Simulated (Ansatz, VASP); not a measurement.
**One calculation of Zn2CdSe3, two programs**

```
CELL_PARAMETERS angstrom
4.15459 0.00000 0.00000
-2.07730 3.59798 0.00000
0.00000 0.00000 10.25646
ATOMIC_POSITIONS crystal
Zn 0.00000 0.00000 0.00735
Zn 0.66667 0.33333 0.32501
Cd 0.33333 0.66667 0.67060
Se 0.00000 0.00000 0.24958
Se 0.66667 0.33333 0.56641
Se 0.33333 0.66667 0.93106
```

Alike in both runs: functional PBE; k mesh 6 × 6 × 2; occupations gaussian, width 0.1 eV; no spin polarisation.

Ansatz relaxed the structure, and its values are those at the end. VASP's run is a single point on that final structure, the one shown.

|  | VASP | Ansatz |
| --- | --- | --- |
| version | VASP 6.6.1 | Ansatz 0.2.0 |
| potentials or method | VASP PAW PBE potentials, release 64 (Zn, Cd, Se), cutoff 520 eV | scalar-relativistic, plane waves, PAW |
| valence electrons in the cell | 54 | 92 |

|  | VASP | Ansatz | Ansatz less VASP |
| --- | --- | --- | --- |
| gap on the k mesh at the Fermi level (eV) | 0.70 | 0.70 | +0.003 |
| least direct gap on the mesh (eV) | 0.70 | 0.70 | +0.003 |
| pressure (GPa) | 0.2 | 0.0 | -0.23 |
| rms of the force components (eV/Å) | 0.012 | 0.009 | -0.0029 |

VASP's potentials hold 54 valence electrons a cell and Ansatz's 92, so a difference there can come from the potentials and not from the codes.
